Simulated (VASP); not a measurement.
# LuH2 (Fm-3m) in VASP: single point with LDA

Aim: the single point of LuH2 with LDA.

Program: VASP 6.6.1. These are calculated values, not measurements. Logs are shortened: lines on timing, memory, paths and dates and some standing lists are left out, and cuts for length are marked.

## (1) The cell of the first run

It takes space group Fm-3m (No. 225, cubic). The conventional cell has a = 5.033 Å, b = 5.033 Å, c = 5.033 Å, α = 90.00°, β = 90.00°, γ = 90.00°. Within 2.9 Å of Lu (site symmetry m-3m) lie 8 H at 2.18 Å. H (site symmetry -43m) has 4 Lu at 2.18 Å and 6 H at 2.52 Å within 2.9 Å.

## (2) Single point, LDA

INCAR reads:

```
PREC = Accurate
ENCUT = 520
EDIFF = 1E-6
ISMEAR = -1
SIGMA = 0.1
LREAL = False
LASPH = True
NELM = 100
ALGO = Normal
ISIF = 2
LWAVE = False
LCHARG = False
GGA = CA
NBANDS = 20
```

KPOINTS reads:

```
Automatic mesh
0
Gamma
  10 10 10
```

POSCAR reads:

```
LuH2
1.0
    0.0000000000      2.5165000000      2.5165000000
    2.5165000000      0.0000000000      2.5165000000
    2.5165000000      2.5165000000      0.0000000000
Lu H
1 2
Direct
    0.0000000000      0.0000000000      0.0000000000
    0.2500000000      0.2500000000      0.2500000000
    0.7500000000      0.7500000000      0.7500000000
```

Potentials or basis: VASP PAW PBE potentials, release 64 (Lu, H).

Started as:

```sh
> cat potpaw_PBE.64/Lu/POTCAR potpaw_PBE.64/H/POTCAR > POTCAR
> mpirun -np 1 vasp_std > vasp.out
```

OUTCAR:

```text
PREC = Accurate
   ENCUT = 520
   EDIFF = 1E-6
   ISMEAR = -1
   LREAL = False
   LASPH = True
   NELM = 100
   ISIF = 2
   GGA = CA

 ion  position               nearest neighbor table
   1  0.000  0.000  0.000-   3 2.18   3 2.18   3 2.18   2 2.18   2 2.18   2 2.18   3 2.18   2 2.18

   2  0.250  0.250  0.250-   1 2.18   1 2.18   1 2.18   1 2.18
   3  0.750  0.750  0.750-   1 2.18   1 2.18   1 2.18   1 2.18

  LATTYP: Found a face centered cubic cell.
 ALAT       =     5.0330000000

  Lattice vectors:

 A1 = (   0.0000000000,   2.5165000000,   2.5165000000)
 A2 = (   2.5165000000,   0.0000000000,   2.5165000000)
 A3 = (   2.5165000000,   2.5165000000,   0.0000000000)

Analysis of symmetry for initial positions (statically):
=====================================================================
 Subroutine PRICEL returns:
 Original cell was already a primitive cell.

 Routine SETGRP: Setting up the symmetry group for a
 face centered cubic supercell.

 Subroutine GETGRP returns: Found 48 space group operations
 (whereof 48 operations were pure point group operations)
 out of a pool of 48 trial point group operations.

The static configuration has the point symmetry O_h .

Analysis of symmetry for dynamics (positions and initial velocities):
=====================================================================
 Subroutine PRICEL returns:
 Original cell was already a primitive cell.

 Routine SETGRP: Setting up the symmetry group for a
 face centered cubic supercell.

 Subroutine GETGRP returns: Found 48 space group operations
 (whereof 48 operations were pure point group operations)
 out of a pool of 48 trial point group operations.

The dynamic configuration has the point symmetry O_h .

 Subroutine INISYM returns: Found 48 space group operations
 (whereof 48 operations are pure point group operations),
 and found     1 'primitive' translations

----------------------------------------------------------------------------------------

                                     Primitive cell

  volume of cell :      31.8728

  direct lattice vectors                    reciprocal lattice vectors
     0.000000000  2.516500000  2.516500000    -0.198688655  0.198688655  0.198688655
     2.516500000  0.000000000  2.516500000     0.198688655 -0.198688655  0.198688655
[... 81 lines left out ...]
   ISPIN  =      1    spin polarized calculation?
   LNONCOLLINEAR =      F non collinear calculations
   LSORBIT =      F    spin-orbit coupling
   LASPH  =      T    aspherical Exc in radial PAW
   ENCUT  =  520.0 eV  38.22 Ry    6.18 a.u.   6.62  6.62  6.62*2*pi/ulx,y,z
   NELM   =    100;   NELMIN=  2; NELMDL= -5     # of ELM steps
   EDIFF  = 0.1E-05   stopping-criterion for ELM
   LREAL  =      F    real-space projection
   EDIFFG = 0.1E-04   stopping-criterion for IOM
   NSW    =      0    number of steps for IOM
   IBRION =     -1    ionic relax: 0-MD 1-quasi-New 2-CG
   NFREE  =      0    steps in history (QN), initial steepest desc. (CG)
   ISIF   =      2    stress and relaxation
   ISYM   =      2    0-nonsym 1-usesym 2-fastsym
   POTIM  = 0.5000    time-step for ionic-motion
   TEBEG  =    0.0;   TEEND  =   0.0 temperature during run
   PSTRESS=    0.0 pullay stress
   NELECT =      27.0000    total number of electrons
   NUPDOWN=      -1.0000    fix difference up-down
   EMIN   =  10.00;   EMAX   =-10.00  energy-range for DOS
   EFERMI =   0.00;   METHOD = LEGACY
   ISMEAR =    -1;   SIGMA  =   0.10  broadening in eV -4-tet -1-fermi 0-gaus
   EFERMI_NEDOS =   21; number of points for ismear=-14 and -15
   IALGO  =     38    algorithm
   IMIX   =      4    mixing-type and parameters
     AMIX     =   0.40;   BMIX     =  1.00
     AMIX_MAG =   1.60;   BMIX_MAG =  1.00
  volume/ion in A,a.u.               =      10.62        71.70
  Fermi-wavevector in a.u.,A,eV,Ry     =   1.549016  2.927215 32.646494  2.399450
  Thomas-Fermi vector in A             =   2.653883
   LORBIT       =      0    0 simple, 1 ext, 2 COOP (PROOUT), +10 PAW based schemes
   GGA     = CA    functional components
   LHFCALC =     F    Hartree Fock is set to
   AEXX    =    0.0000 exact exchange contribution
   IVDW    =     0    specifies the selected vdW correction
   LEPSILON=     F    determine dielectric tensor
   LRPA    =     F    only Hartree local field effects (RPA)
 non-spin polarized calculation
  energy-cutoff  :      520.00
  volume of cell :       31.87
 maximum number of plane-waves:       889
   NGX = 13   NGY = 13   NGZ = 13

 number of electron      27.0000002 magnetization

 Free energy of the ion-electron system (eV)
  ---------------------------------------------------
  ext. energy  EPLUGINS =         0.00000000
  ---------------------------------------------------
  free energy    TOTEN  =       -14.03676742 eV

  energy without entropy =      -14.01692185  energy(sigma->0) =      -14.02684464

 E-fermi :   2.3991     XC(G=0): -11.3855

 val. band max:        2.3133667626   @ k =  -0.4000   0.2000   0.0000
 cond. band min:       2.4320492414   @ k =  -0.2000   0.3000   0.1000
 fundamental gap:      0.1186824789
 Fermi energy:         2.3990615802

 k-point     1 :       0.0000    0.0000    0.0000
  band No.  band energies     occupation
      1     -53.4922      2.00000
      2     -24.2001      2.00000
      3     -24.2001      2.00000
      4     -24.2001      2.00000
      5      -6.8481      2.00000
      6      -2.9082      2.00000
[... 541 lines left out ...]
     19      11.4835      0.00000
     20      12.0302      0.00000

 [... further k-points ...]

------------------------ aborting loop because EDIFF is reached ----------------------------------------

  FORCE on cell =-STRESS in cart. coord.  units (eV):
  Direction    XX          YY          ZZ          XY          YZ          ZX
  --------------------------------------------------------------------------------------
  -------------------------------------------------------------------------------------
  Total       -1.2496179     -1.2496179     -1.2496179     -0.0000000     -0.0000000      0.0000000
  in kB      -62.8155270    -62.8155270    -62.8155270     -0.0000000     -0.0000000      0.0000000
  external PRESSURE =     -62.8155270 kB  Pullay stress =       0.0000000 kB

 VOLUME and BASIS-vectors are now :
 -----------------------------------------------------------------------------
  energy-cutoff  :      520.00
  volume of cell :       31.87
      direct lattice vectors                 reciprocal lattice vectors
     0.000000000  2.516500000  2.516500000    -0.198688655  0.198688655  0.198688655
     2.516500000  0.000000000  2.516500000     0.198688655 -0.198688655  0.198688655
     2.516500000  2.516500000  0.000000000     0.198688655  0.198688655 -0.198688655

 POSITION                                       TOTAL-FORCE (eV/Angst)
 -----------------------------------------------------------------------------------
      0.00000      0.00000      0.00000         0.000000     -0.000000     -0.000000
      1.25825      1.25825      1.25825        -0.000000     -0.000000     -0.000000
      3.77475      3.77475      3.77475         0.000000      0.000000      0.000000
 -----------------------------------------------------------------------------------
    total drift:                               -0.000000     -0.000000      0.000000

  FREE ENERGIE OF THE ION-ELECTRON SYSTEM (eV)
  ---------------------------------------------------
  free  energy   TOTEN  =       -14.0367674245 eV

  energy  without entropy=      -14.0169218531  energy(sigma->0) =      -14.02684464
```

stdout:

```text
POSCAR found type information on POSCAR LuH
 POSCAR found :  2 types and       3 ions
 scaLAPACK will be used
 -----------------------------------------------------------------------------
|                                                                             |
|                                                                             |
|     You enforced a specific xc type in the INCAR file but a different       |
|     I HOPE YOU KNOW WHAT YOU ARE DOING!                                     |
|                                                                             |
 -----------------------------------------------------------------------------

 LDA part: xc-table for (Slater(with rela. corr.)+CA(PZ))
 , standard interpolation
 POSCAR, INCAR and KPOINTS ok, starting setup
 FFT: planning ... GRIDC
 FFT: planning ... GRID_SOFT
 FFT: planning ... GRID
 WAVECAR not read
 entering main loop
```

Run time: 17 s. Hardware: 1 thread of AMD EPYC 9R45 (Zen 5), shared host; peak memory 0.14 GiB.

What came out:

```
Free energy : -14.0368 eV
Pressure    : -6.3 GPa
```

Levels at points of the mesh, in eV from the Fermi level:
| k point | band 10 | band 11 | band 12 | band 13 | band 14 | band 15 | band 16 | band 17 |
| --- | --- | --- | --- | --- | --- | --- | --- | --- |
| (0.00, 0.00, 0.00) | -4.94 | -4.94 | -4.94 | -0.38 | 1.27 | 1.27 | 1.27 | 4.06 |
| (0.50, 0.00, 0.00) | -4.96 | -4.96 | -4.94 | -3.82 | 1.35 | 1.35 | 5.00 | 5.58 |
| (0.50, 0.50, 0.00) | -4.98 | -4.97 | -4.97 | -3.89 | -2.35 | 5.78 | 5.87 | 5.87 |

Caveat: the PAW data sets were made with another functional, which shifts forces and pressure a little; spin-orbit coupling is left out, which moves the levels of the heavy elements.
